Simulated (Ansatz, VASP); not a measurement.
## One calculation of SnSe2, two programs

Contents of INCAR:

```
SYSTEM = SnSe2
PREC     = Accurate       ! precision mode
ENCUT    = 520            ! plane-wave cutoff, eV
EDIFF    = 1E-7           ! SCF threshold, eV
ISMEAR   = 0              ! smearing method
SIGMA    = 0.05           ! smearing width, eV
LREAL    = .False.        ! projectors in reciprocal space
LASPH    = .True.         ! aspherical terms in the spheres
NELM     = 100            ! most SCF steps
ALGO     = Normal         ! electronic algorithm
ISIF     = 2              ! what is computed and relaxed
LWAVE    = .False.        ! write WAVECAR
LCHARG   = .False.        ! write CHGCAR
GGA      = PS             ! functional
NBANDS   = 20             ! bands
```

Contents of KPOINTS:

```
regular mesh
0
Gamma
  12 12 6
  0 0 0
```

The input POSCAR:

```
SnSe2
1.0
    3.8109987816      0.0000000000      0.0000000000
   -1.9054993908      2.9291243108      0.0000000000
    0.0000000000      0.0000000000      6.1370000000
Sn Se
1 2
Direct
    0.0000000000      0.0000000000      0.0000000000
    0.3333333333      0.6666666667      0.2500000000
    0.6666666667      0.3333333333      0.7500000000
```

Input for Ansatz:

```yaml
crystal:
  lattice:
    - [3.8109987816, 0.0, 0.0]
    - [-1.9054993908, 2.9291243108, 0.0]
    - [0.0, 0.0, 6.137]
  atoms:
    - { symbol: Sn, position: [0.0, 0.0, 0.0] }
    - { symbol: Se, position: [0.3333333333, 0.6666666667, 0.25] }
    - { symbol: Se, position: [0.6666666667, 0.3333333333, 0.75] }
basis:
  ecutwfc: 420
kpoints:
  mp_grid: { grid: [12, 12, 6] }
hamiltonian:
  xc: pbesol
scf:
  occupations: { method: gaussian, width: 0.05 }
output:
  forces: true
  stress: true
  eigenvalues: true
```

Change from the starting cell: strain -0.1125 x Voigt [0, 1, 0, 0, 0, 0], atoms carried along.

Alike in both runs: task single point; functional PBEsol; k mesh 12 × 12 × 6; occupations gaussian, width 0.05 eV; no spin polarisation.

```csv
,VASP,Ansatz
version,VASP 6.6.1,Ansatz 0.2.0
potentials or method,"VASP PAW PBE potentials, release 64 (Sn_d, Se), cutoff 520 eV","scalar-relativistic, plane waves, PAW"
valence electrons in the cell,26,46
```

```tsv
	VASP	Ansatz	Ansatz less VASP
gap on the k mesh at the Fermi level (eV)	none	none	-
pressure (GPa)	15.2	15.0	-0.21
traceless stress, the component that is largest in VASP (GPa)	7.36	7.39	+0.031
rms of the force components (eV/Å)	0.818	0.802	-0.0162
```

VASP's potentials were made for PBE, not for PBEsol. Atom by atom the forces differ by 0.017 eV/Å (rms over components). A gap of «none» marks a metal or a gap that the smearing closes. With one functional, cell and mesh, what is left measures potentials, basis and numerics. VASP's potentials hold 26 valence electrons a cell and Ansatz's 46, so a difference there can come from the potentials and not from the codes.
